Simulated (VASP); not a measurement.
# Mg2Ti2O3 (P1) in VASP: relaxation of cell and atoms with PBE

Aim: the relaxation of cell and atoms of Mg2Ti2O3 with PBE.

Program: VASP 6.6.1. These are calculated values, not measurements. Logs are shortened: lines on timing, memory, paths and dates and some standing lists are left out, and cuts for length are marked.

### Step 1. The cell of the first run

The typed cell holds 7 atoms: a = 2.975 Å, b = 2.924 Å, c = 10.182 Å, α = 89.28°, β = 91.39°, γ = 120.15°.

### Step 2. Relaxation of cell and atoms, PBE

Contents of INCAR:

```
PREC = Accurate
ENCUT = 600
EDIFF = 1E-7
ISMEAR = 0
SIGMA = 0.2
LREAL = False
LASPH = True
NELM = 80
ALGO = Normal
ISIF = 3
LWAVE = False
LCHARG = False
GGA = PE
IBRION = 2
NSW = 80
EDIFFG = -0.025
```

Contents of KPOINTS:

```
regular mesh
0
Gamma
  12 12 2
```

Contents of POSCAR:

```
Mg2Ti2O3
1.0
    2.9750062987      0.0111448185     -0.0360714879
   -1.4778514534      2.5226508165      0.0183099609
   -0.1240355221      0.0010887938     10.1816244236
Mg Ti O
2 2 3
Direct
    0.3067226250      0.6158547688      0.1211204187
    0.7054470675      0.2710664982      0.8991370568
    0.5852386299      0.3197808548      0.4095622688
    0.3757920092      0.6403474203      0.6202563841
   -0.0023440017      0.0962504000      0.2487933572
    1.0121081216      0.0125172302      0.7385148766
    0.0170355484      0.0441828277     -0.0373843622
```

Potentials or basis: VASP PAW PBE potentials, release 64 (Mg, Ti_sv, O).

Command:

```
cat potpaw_PBE.64/Mg/POTCAR potpaw_PBE.64/Ti_sv/POTCAR potpaw_PBE.64/O/POTCAR > POTCAR
mpirun -np 1 vasp_std > vasp.out
```

OUTCAR:

```text
PREC = Accurate
   ENCUT = 600
   EDIFF = 1E-7
   ISMEAR = 0
   LREAL = False
   LASPH = True
   NELM = 80
   ISIF = 3
   GGA = PE
   IBRION = 2
   NSW = 80
   EDIFFG = -0.025

 ion  position               nearest neighbor table
   1  0.307  0.616  0.121-   5 1.86   7 2.17   5 2.21   7 2.43   5 2.43   7 2.47   2 2.72   2 2.82
                             2 2.99   3 3.26
   2  0.705  0.271  0.899-   7 1.51   7 1.93   7 2.07   6 2.21   6 2.41   6 2.49   1 2.72   1 2.82
                             1 2.99   4 3.26
   3  0.585  0.320  0.410-   5 2.21   5 2.35   4 2.56   4 2.77   1 3.26
   4  0.376  0.640  0.620-   6 2.00   6 2.02   6 2.25   3 2.56   3 2.77   2 3.26
   5  0.998  0.096  0.249-   1 1.86   3 2.21   1 2.21   3 2.35   1 2.43
   6  0.012  0.013  0.739-   4 2.00   4 2.02   2 2.21   4 2.25   2 2.41   2 2.49
   7  0.017  0.044  0.963-   2 1.51   2 1.93   2 2.07   1 2.17   1 2.43   1 2.47

  LATTYP: Found a triclinic cell.
 ALAT       =     2.9237214838
 B/A-ratio  =     1.7294681984
 C/A-ratio  =     3.4826778230
 COS(alpha) =     0.0001688788
 COS(beta)  =     0.0125116669
 COS(gamma) =     0.8608865938

  Lattice vectors:

 A1 = (   1.4778514534,  -2.5226508165,  -0.0183099609)
 A2 = (  -0.0193033919,  -5.0564464515,  -0.0005484339)
 A3 = (   0.1240355221,  -0.0010887938, -10.1816244236)

Analysis of symmetry for initial positions (statically):
=====================================================================
 Subroutine PRICEL returns:
 Original cell was already a primitive cell.

 Routine SETGRP: Setting up the symmetry group for a
 triclinic supercell.

 Subroutine GETGRP returns: Found  1 space group operations
 (whereof  1 operations were pure point group operations)
 out of a pool of  2 trial point group operations.

The static configuration has the point symmetry C_1 .

Analysis of symmetry for dynamics (positions and initial velocities):
=====================================================================
 Subroutine PRICEL returns:
 Original cell was already a primitive cell.

 Routine SETGRP: Setting up the symmetry group for a
 triclinic supercell.

 Subroutine GETGRP returns: Found  1 space group operations
 (whereof  1 operations were pure point group operations)
 out of a pool of  2 trial point group operations.

The dynamic configuration has the point symmetry C_1 .

 Subroutine INISYM returns: Found  1 space group operations
 (whereof  1 operations are pure point group operations),
 and found     1 'primitive' translations
[... 127 lines left out ...]
  Fermi-wavevector in a.u.,A,eV,Ry     =   1.381372  2.610415 25.962497  1.908190
  Thomas-Fermi vector in A             =   2.506163
   LORBIT       =      0    0 simple, 1 ext, 2 COOP (PROOUT), +10 PAW based schemes
   GGA     = PE    functional components
   LHFCALC =     F    Hartree Fock is set to
   AEXX    =    0.0000 exact exchange contribution
   IVDW    =     0    specifies the selected vdW correction
   LEPSILON=     F    determine dielectric tensor
   LRPA    =     F    only Hartree local field effects (RPA)
 conjugate gradient relaxation of ions
 non-spin polarized calculation
 Gauss-broadening in eV      SIGMA  =   0.20
  energy-cutoff  :      600.00
  volume of cell :       76.57
 maximum number of plane-waves:      2586
   NGX = 11   NGY = 11   NGZ = 41

--------------------------------------- Ionic step        1  -------------------------------------------

 number of electron      46.0000002 magnetization

 Free energy of the ion-electron system (eV)
  ---------------------------------------------------
  ext. energy  EPLUGINS =         0.00000000
  ---------------------------------------------------
  free energy    TOTEN  =       -44.43270544 eV

  energy without entropy =      -44.40046482  energy(sigma->0) =      -44.41658513

------------------------ aborting loop because EDIFF is reached ----------------------------------------

  FORCE on cell =-STRESS in cart. coord.  units (eV):
  Direction    XX          YY          ZZ          XY          YZ          ZX
  --------------------------------------------------------------------------------------
  -------------------------------------------------------------------------------------
  Total       16.1469141      7.6918011      8.9840986     -6.4256173     -4.6700833      6.0787666
  in kB      337.8703750    160.9491273    187.9901473   -134.4545276    -97.7203937    127.1967594
  external PRESSURE =     228.9365499 kB  Pullay stress =       0.0000000 kB
[... 104 lines left out ...]
  FREE ENERGIE OF THE ION-ELECTRON SYSTEM (eV)
  ---------------------------------------------------
  free  energy   TOTEN  =       -47.1064151633 eV

  energy  without entropy=      -47.0619591715  energy(sigma->0) =      -47.08418717

[... ionic steps 4 to 31 ...]

--------------------------------------- Ionic step       32  -------------------------------------------

 number of electron      45.9999999 magnetization

------------------------ aborting loop because EDIFF is reached ----------------------------------------
[... 77 lines left out ...]
--------------------------------------- Ionic step       34  -------------------------------------------

 number of electron      45.9999999 magnetization

 Free energy of the ion-electron system (eV)
  ---------------------------------------------------
  ext. energy  EPLUGINS =         0.00000000
  ---------------------------------------------------
  free energy    TOTEN  =       -48.73134055 eV

  energy without entropy =      -48.70202967  energy(sigma->0) =      -48.71668511

 E-fermi :   8.4729     XC(G=0): -11.4892

 val. band max:        8.4604656098   @ k =  -0.4167   0.4167   0.0000
 cond. band min:       8.4914674092   @ k =   0.0833   0.0833   0.5000
 fundamental gap:      0.0310017995
 Fermi energy:         8.4728725958

 k-point     1 :       0.0000    0.0000    0.0000
  band No.  band energies     occupation
      1     -48.8469      2.00000
      2     -48.7471      2.00000
      3     -25.3874      2.00000
      4     -24.9493      2.00000
      5     -24.8095      2.00000
      6     -24.8085      2.00000
[... 709 lines left out ...]
     26      10.4458      0.00000
     27      10.5147      0.00000

 [... further k-points ...]

------------------------ aborting loop because EDIFF is reached ----------------------------------------

  FORCE on cell =-STRESS in cart. coord.  units (eV):
  Direction    XX          YY          ZZ          XY          YZ          ZX
  --------------------------------------------------------------------------------------
  -------------------------------------------------------------------------------------
  Total        0.0170908     -0.0124029      0.0483440     -0.0164011     -0.0039751     -0.0148413
  in kB        0.3582652     -0.2599961      1.0134124     -0.3438082     -0.0833286     -0.3111104
  external PRESSURE =       0.3705605 kB  Pullay stress =       0.0000000 kB
[... 22 lines left out ...]
  FREE ENERGIE OF THE ION-ELECTRON SYSTEM (eV)
  ---------------------------------------------------
  free  energy   TOTEN  =       -48.7313405525 eV

  energy  without entropy=      -48.7020296661  energy(sigma->0) =      -48.71668511

 reached required accuracy - stopping structural energy minimisation
```

OSZICAR:

```text
N       E                     dE             d eps       ncg     rms          rms(c)
DAV:   1     0.613310952148E+03    0.61331E+03   -0.24942E+04  7992   0.208E+03
DAV:   2     0.557991776128E+02   -0.55751E+03   -0.54315E+03  8184   0.577E+02
DAV:   3    -0.466498561797E+02   -0.10245E+03   -0.10044E+03 12551   0.201E+02
[... 444 lines left out ...]
DAV:   5    -0.487313369739E+02    0.12781E-04   -0.10639E-04 12531   0.122E-01    0.814E-03
DAV:   6    -0.487313390751E+02   -0.21013E-05   -0.92145E-06 11632   0.245E-02    0.511E-03
DAV:   7    -0.487313398206E+02   -0.74549E-06   -0.22225E-06 11115   0.117E-02    0.341E-03
DAV:   8    -0.487313405418E+02   -0.72123E-06   -0.72302E-07  9648   0.830E-03    0.995E-04
DAV:   9    -0.487313405525E+02   -0.10697E-07   -0.18301E-07  6098   0.398E-03
  34 F= -.48731341E+02 E0= -.48716685E+02  d E =-.158902E-03
```

Wall time 2.3 h (1 thread of Intel Xeon Platinum 8259CL at 2.50GHz (Skylake/Cascade Lake), shared host); peak memory 0.52 GiB.

Results:

| Property | Result |
| --- | --- |
| Free energy | -48.7313 eV |
| Relaxed volume | 10.92 Å³/atom |
| Relaxed cell | a = 2.949 Å, b = 2.949 Å, c = 10.148 Å, α = 90.01°, β = 89.83°, γ = 119.98° |
| Space group after relaxing (to 0.1 Å) | P-3m1 (No. 164) |
| Energy gained by relaxing | 614.1 meV/atom |
| Ionic steps | 34 |
| Pressure after relaxing | 0.0 GPa |
| Largest force after relaxing | 0.019 eV/Å |
| Band gap on the k mesh | zero (bands 23 and 24 overlap by 0.66 eV) |

Forces in eV/Å, atoms in the order of the input:
```
Mg  -0.011  0.001  0.006
Mg   0.008  0.000  0.007
Ti   0.000 -0.002 -0.007
Ti   0.000 -0.002  0.005
O   -0.005 -0.015  0.007
O    0.014  0.004 -0.007
O   -0.007  0.015 -0.010
```

Step by step:
| step | energy change (eV) | largest force (eV/Å) | pressure (GPa) | volume (Å³) |
| --- | --- | --- | --- | --- |
| 1 | 0.0000 | 15.5014 | 22.89 | 76.57 |
| 2 | -2.2073 | 2.0564 | -16.54 | 94.77 |
| 3 | -2.6737 | 1.4941 | -15.28 | 92.20 |
| 4 | -2.8884 | 1.4500 | -14.09 | 90.58 |
| 5 | -3.1826 | 1.5779 | -9.47 | 86.24 |
| 6 | -3.1087 | 3.0311 | -1.38 | 81.34 |
| 7 | -3.2118 | 2.0568 | -7.40 | 84.74 |
| 8 | -3.9024 | 1.3215 | -2.57 | 79.51 |
| 9 | -3.9784 | 1.2975 | 1.50 | 77.18 |
| 10 | -4.1518 | 0.5410 | 0.48 | 77.12 |
| 11 | -4.1726 | 0.5920 | 0.33 | 77.09 |
| 12 | -4.2340 | 0.2980 | -0.63 | 77.34 |
| 13 | -4.2446 | 0.2968 | -1.03 | 77.49 |
| 14 | -4.2604 | 0.2170 | 0.60 | 76.59 |
| 15 | -4.2614 | 0.2196 | 1.17 | 76.30 |
| 16 | -4.2708 | 0.1271 | -0.02 | 76.76 |
| 17 | -4.2709 | 0.1309 | -0.13 | 76.80 |
| 18 | -4.2737 | 0.1265 | -0.07 | 76.76 |
| 19 | -4.2747 | 0.1854 | -0.01 | 76.72 |
| 20 | -4.2764 | 0.1581 | 0.00 | 76.70 |
| 21 | -4.2803 | 0.1108 | 0.05 | 76.63 |
| 22 | -4.2809 | 0.2072 | 0.19 | 76.49 |
| 23 | -4.2819 | 0.1429 | 0.12 | 76.56 |
| 24 | -4.2848 | 0.1392 | -0.02 | 76.59 |
| 25 | -4.2870 | 0.1353 | -0.25 | 76.66 |
| 26 | -4.2902 | 0.1065 | 0.02 | 76.51 |
| 27 | -4.2915 | 0.1221 | 0.36 | 76.34 |
| 28 | -4.2949 | 0.0871 | -0.15 | 76.55 |
| 29 | -4.2955 | 0.1027 | -0.45 | 76.69 |
| 30 | -4.2978 | 0.0572 | 0.12 | 76.39 |
| 31 | -4.2978 | 0.0576 | 0.19 | 76.36 |
| 32 | -4.2985 | 0.0334 | -0.04 | 76.47 |
| 33 | -4.2985 | 0.0313 | -0.07 | 76.48 |
| 34 | -4.2986 | 0.0192 | 0.04 | 76.43 |

Final structure:
```
Mg Ti O
1.0
     2.94872   -0.00066    0.00419
    -1.47297    2.55462    0.00060
     0.01559    0.00463   10.14761
Mg Ti O
2 2 3
Direct
  0.33643 0.66623 0.12852
  0.66369 0.33074 0.87136
  0.66887 0.33671 0.39206
  0.33117 0.66807 0.60793
  0.00463 0.00449 0.25558
  0.99519 0.99993 0.74447
  0.00003 0.99382 0.00007
```
